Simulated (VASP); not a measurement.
# MgS (F-43m) in VASP: notebook

The runs below take MgS through single point, with r2SCAN.

Everything below comes from runs of VASP 6.6.1. Logs are shortened: lines on timing, memory, paths and dates and some standing lists are left out, and cuts for length are marked.

## (1) The cell of the first run

The structure is cubic, space group F-43m (No. 216). The conventional cell has a = 5.662 Å, b = 5.662 Å, c = 5.662 Å, α = 90.00°, β = 90.00°, γ = 90.00°. Mg (site symmetry -43m) has 4 S at 2.45 Å within 3.2 Å. Within 3.2 Å of S (site symmetry -43m) lie 4 Mg at 2.45 Å.

## (2) Single point, r2SCAN

Contents of POSCAR:

```
MgS
1.0
    0.0000000000      2.8308768389      2.8308768389
    2.8308768389      0.0000000000      2.8308768389
    2.8308768389      2.8308768389      0.0000000000
Mg S
1 1
Direct
    0.0000000000      0.0000000000      0.0000000000
    0.2500000000      0.2500000000      0.2500000000
```

Contents of INCAR.step1:

```
PREC = Accurate
ENCUT = 660
ISMEAR = 0
SIGMA = 0.01
LREAL = False
LASPH = True
NELM = 120
NBANDS = 11
GGA = PE
ALGO = Normal
EDIFF = 1E-5
LWAVE = True
LCHARG = False
GGA_COMPAT = False
```

Contents of INCAR.step2:

```
PREC = Accurate
ENCUT = 660
EDIFF = 1E-6
ISMEAR = 0
SIGMA = 0.01
LREAL = False
LASPH = True
NELM = 120
ALGO = Normal
ISIF = 2
LWAVE = False
LCHARG = False
METAGGA = R2SCAN
LMIXTAU = True
NBANDS = 11
ISTART = 1
GGA_COMPAT = False
```

Contents of KPOINTS:

```
Automatic mesh
0
Gamma
  6 6 6
```

Potentials or basis: VASP PAW PBE potentials, release 64 (Mg, S).

The run is started by

```
> cat potpaw_PBE.64/Mg/POTCAR potpaw_PBE.64/S/POTCAR > POTCAR
> cp INCAR.step1 INCAR
> mpirun -np 1 vasp_std > vasp.out
> cp INCAR.step2 INCAR
> mpirun -np 1 vasp_std > vasp.out
```

OUTCAR:

```text
PREC = Accurate
   ENCUT = 660
   EDIFF = 1E-6
   ISMEAR = 0
   LREAL = False
   LASPH = True
   NELM = 120
   ISIF = 2
   METAGGA = R2SCAN
   ISTART = 1

 ion  position               nearest neighbor table
   1  0.000  0.000  0.000-   2 2.45   2 2.45   2 2.45   2 2.45
   2  0.250  0.250  0.250-   1 2.45   1 2.45   1 2.45   1 2.45

  LATTYP: Found a face centered cubic cell.
 ALAT       =     5.6617536778

  Lattice vectors:

 A1 = (   0.0000000000,   2.8308768389,   2.8308768389)
 A2 = (   2.8308768389,   0.0000000000,   2.8308768389)
 A3 = (   2.8308768389,   2.8308768389,   0.0000000000)

Analysis of symmetry for initial positions (statically):
=====================================================================
 Subroutine PRICEL returns:
 Original cell was already a primitive cell.

 Routine SETGRP: Setting up the symmetry group for a
 face centered cubic supercell.

 Subroutine GETGRP returns: Found 24 space group operations
 (whereof 24 operations were pure point group operations)
 out of a pool of 48 trial point group operations.

The static configuration has the point symmetry T_d .

Analysis of symmetry for dynamics (positions and initial velocities):
=====================================================================
 Subroutine PRICEL returns:
 Original cell was already a primitive cell.

 Routine SETGRP: Setting up the symmetry group for a
 face centered cubic supercell.

 Subroutine GETGRP returns: Found 24 space group operations
 (whereof 24 operations were pure point group operations)
 out of a pool of 48 trial point group operations.

The dynamic configuration has the point symmetry T_d .

 Subroutine INISYM returns: Found 24 space group operations
 (whereof 24 operations are pure point group operations),
 and found     1 'primitive' translations

----------------------------------------------------------------------------------------

                                     Primitive cell

  volume of cell :      45.3725

  direct lattice vectors                    reciprocal lattice vectors
     0.000000000  2.830876839  2.830876839    -0.176623721  0.176623721  0.176623721
     2.830876839  0.000000000  2.830876839     0.176623721 -0.176623721  0.176623721
     2.830876839  2.830876839  0.000000000     0.176623721  0.176623721 -0.176623721

  length of vectors
     4.003464419  4.003464419  4.003464419     0.305921258  0.305921258  0.305921258

  position of ions in fractional coordinates (direct lattice)
     0.000000000  0.000000000  0.000000000
     0.250000000  0.250000000  0.250000000

[... 77 lines left out ...]
   PSTRESS=    0.0 pullay stress
   NELECT =       8.0000    total number of electrons
   NUPDOWN=      -1.0000    fix difference up-down
   EMIN   =  10.00;   EMAX   =-10.00  energy-range for DOS
   EFERMI =   0.00;   METHOD = LEGACY
   ISMEAR =     0;   SIGMA  =   0.01  broadening in eV -4-tet -1-fermi 0-gaus
   EFERMI_NEDOS =   21; number of points for ismear=-14 and -15
   IALGO  =     38    algorithm
   IMIX   =      4    mixing-type and parameters
     AMIX     =   0.40;   BMIX     =  1.00
     AMIX_MAG =   1.60;   BMIX_MAG =  1.00
  volume/ion in A,a.u.               =      22.69       153.09
  Fermi-wavevector in a.u.,A,eV,Ry     =   0.917995  1.734760 11.465842  0.842716
  Thomas-Fermi vector in A             =   2.043027
   LORBIT       =      0    0 simple, 1 ext, 2 COOP (PROOUT), +10 PAW based schemes
   METAGGA = R2SCAN    functional components
   LHFCALC =     F    Hartree Fock is set to
   AEXX    =    0.0000 exact exchange contribution
   IVDW    =     0    specifies the selected vdW correction
   LEPSILON=     F    determine dielectric tensor
   LRPA    =     F    only Hartree local field effects (RPA)
 non-spin polarized calculation
 Gauss-broadening in eV      SIGMA  =   0.01
  energy-cutoff  :      660.00
  volume of cell :       45.37
 maximum number of plane-waves:      1807
 NGX is ok and might be reduce to    36
   NGX = 17   NGY = 17   NGZ = 17

 number of electron       8.0000000 magnetization

 Free energy of the ion-electron system (eV)
  ---------------------------------------------------
  ext. energy  EPLUGINS =         0.00000000
  ---------------------------------------------------
  free energy    TOTEN  =       -15.45102344 eV

  energy without entropy =      -15.45102344  energy(sigma->0) =      -15.45102344

 E-fermi :   0.8596     XC(G=0):  -8.7759

 val. band max:        0.7690433374   @ k =   0.0000   0.0000   0.0000
 cond. band min:       4.8984428885   @ k =   0.0000   0.0000   0.0000
 fundamental gap:      4.1293995511
 Fermi energy:         0.8595616289

 k-point     1 :       0.0000    0.0000    0.0000
  band No.  band energies     occupation
      1     -10.9699      2.00000
      2       0.7690      2.00000
      3       0.7690      2.00000
      4       0.7690      2.00000
      5       4.8984      0.00000
      6       9.3628      0.00000
      7       9.3628      0.00000
      8       9.3628      0.00000
      9      12.2243      0.00000
     10      12.2243      0.00000
     11      15.4719      0.00000
[... 197 lines left out ...]
 k-point    16 :      -0.3333    0.5000    0.1667
  band No.  band energies     occupation
      1     -10.0413      2.00000
      2      -1.7323      2.00000
      3      -0.8041      2.00000
      4      -0.4979      2.00000
      5       6.2008      0.00000
      6       8.2611      0.00000
      7      10.8787      0.00000
      8      10.9391      0.00000
      9      14.2988      0.00000
     10      15.3900      0.00000
     11      15.5765      0.00000

------------------------ aborting loop because EDIFF is reached ----------------------------------------

  FORCE on cell =-STRESS in cart. coord.  units (eV):
  Direction    XX          YY          ZZ          XY          YZ          ZX
  --------------------------------------------------------------------------------------
  -------------------------------------------------------------------------------------
  Total       -0.0700992     -0.0700992     -0.0700992      0.0000000      0.0000000      0.0000000
  in kB       -2.4753177     -2.4753177     -2.4753177      0.0000000      0.0000000      0.0000000
  external PRESSURE =      -2.4753177 kB  Pullay stress =       0.0000000 kB

 VOLUME and BASIS-vectors are now :
 -----------------------------------------------------------------------------
  energy-cutoff  :      660.00
  volume of cell :       45.37
      direct lattice vectors                 reciprocal lattice vectors
     0.000000000  2.830876839  2.830876839    -0.176623721  0.176623721  0.176623721
     2.830876839  0.000000000  2.830876839     0.176623721 -0.176623721  0.176623721
     2.830876839  2.830876839  0.000000000     0.176623721  0.176623721 -0.176623721

 POSITION                                       TOTAL-FORCE (eV/Angst)
 -----------------------------------------------------------------------------------
      0.00000      0.00000      0.00000        -0.000000      0.000000      0.000000
      1.41544      1.41544      1.41544         0.000000     -0.000000     -0.000000
 -----------------------------------------------------------------------------------
    total drift:                               -0.000000     -0.000000     -0.000000

  FREE ENERGIE OF THE ION-ELECTRON SYSTEM (eV)
  ---------------------------------------------------
  free  energy   TOTEN  =       -15.4510234351 eV

  energy  without entropy=      -15.4510234351  energy(sigma->0) =      -15.45102344
```

OUTCAR.step1:

```text
PREC = Accurate
   ENCUT = 660
   ISMEAR = 0
   LREAL = False
   LASPH = True
[... 435 lines left out ...]
      0.00000      0.00000      0.00000        -0.000000     -0.000000      0.000000
      1.41544      1.41544      1.41544         0.000000      0.000000     -0.000000
 -----------------------------------------------------------------------------------
    total drift:                               -0.000000     -0.000000     -0.000000

  FREE ENERGIE OF THE ION-ELECTRON SYSTEM (eV)
  ---------------------------------------------------
  free  energy   TOTEN  =        -8.4706240386 eV

  energy  without entropy=       -8.4706240386  energy(sigma->0) =       -8.47062404
```

OSZICAR.step1:

```text
N       E                     dE             d eps       ncg     rms          rms(c)
DAV:   1     0.286789491479E+02    0.28679E+02   -0.38942E+03   352   0.708E+02
DAV:   2    -0.660155457776E+01   -0.35281E+02   -0.32931E+02   425   0.109E+02
DAV:   3    -0.896730224953E+01   -0.23657E+01   -0.23613E+01   440   0.303E+01
DAV:   4    -0.898821508164E+01   -0.20913E-01   -0.20911E-01   425   0.337E+00
DAV:   5    -0.898846693299E+01   -0.25185E-03   -0.25185E-03   411   0.363E-01    0.404E+00
DAV:   6    -0.849824055944E+01    0.49023E+00   -0.12276E+00   379   0.412E+00    0.309E+00
DAV:   7    -0.846362836418E+01    0.34612E-01   -0.27014E-01   412   0.212E+00    0.242E+00
DAV:   8    -0.847126302095E+01   -0.76347E-02   -0.23188E-02   394   0.925E-01    0.135E+00
DAV:   9    -0.847040876635E+01    0.85425E-03   -0.23282E-03   397   0.240E-01    0.438E-01
DAV:  10    -0.847061968384E+01   -0.21092E-03   -0.66293E-04   397   0.121E-01    0.905E-02
DAV:  11    -0.847062403864E+01   -0.43548E-05   -0.54046E-05   423   0.299E-02
   1 F= -.84706240E+01 E0= -.84706240E+01  d E =-.128417E-16
```

Run time: 57 s. Hardware: 1 thread of Intel Xeon Platinum 8259CL at 2.50GHz (Skylake/Cascade Lake), shared host; peak memory 0.21 GiB.

Results:

```yaml
Free_energy: -15.4510 eV
Pressure: -0.2 GPa
Band_gap_on_the_k_mesh: 4.13 eV, direct
```

Levels at points of the mesh, in eV from the valence-band top:
```
           k point  band 1  band 2  band 3  band 4  band 5  band 6  band 7  band 8
(0.00, 0.00, 0.00)  -11.74    0.00    0.00    0.00    4.13    8.59    8.59    8.59
(0.50, 0.00, 0.00)  -11.04   -3.15   -0.33   -0.33    5.79    8.21    8.21    9.27
(0.50, 0.50, 0.00)  -10.82   -2.82   -1.05   -1.05    4.32    6.26   12.13   13.27
```

Caveat: the PAW data sets were made with another functional, which shifts forces and pressure a little.

## (3) Single point, r2SCAN

POSCAR is that of step 2.

INCAR.step1 is that of step 2.

Changes to INCAR.step2 since step 2:

```diff
@@ -11,5 +11,7 @@
 LWAVE = False
-LCHARG = False
+LCHARG = True
 METAGGA = R2SCAN
 LMIXTAU = True
+LELF = True
+LVHAR = True
 NBANDS = 11
```

Contents of KPOINTS:

```
regular mesh
0
Gamma
  8 8 8
```

Potentials or basis: VASP PAW PBE potentials, release 64 (Mg, S).

The run is started by

```
> cat potpaw_PBE.64/Mg/POTCAR potpaw_PBE.64/S/POTCAR > POTCAR
> cp INCAR.step1 INCAR
> mpirun -np 1 vasp_std > vasp.out
> cp INCAR.step2 INCAR
> mpirun -np 1 vasp_std > vasp.out
```

It took 74 s on 1 thread of Intel Xeon Platinum 8259CL at 2.50GHz (Skylake/Cascade Lake), shared host; peak memory 0.22 GiB.

Results (log left out):

* Free energy: -15.4514 eV
* Pressure: -0.3 GPa
* Band gap on the k mesh: 4.13 eV, direct

Levels at points of the mesh, in eV from the valence-band top:
```csv
k point,band 1,band 2,band 3,band 4,band 5,band 6,band 7,band 8,band 9
"(0.00, 0.00, 0.00)",-11.74,0.00,0.00,0.00,4.13,8.59,8.59,8.59,11.46
"(0.50, 0.00, 0.00)",-11.04,-3.15,-0.33,-0.33,5.79,8.21,8.21,9.27,13.83
"(0.50, 0.50, 0.00)",-10.82,-2.82,-1.05,-1.05,4.32,6.26,12.14,13.27,13.27
```

Caveat: the PAW data sets were made with another functional, which shifts forces and pressure a little. r2SCAN opens gaps a little over a GGA but as a rule still falls short of measured ones.
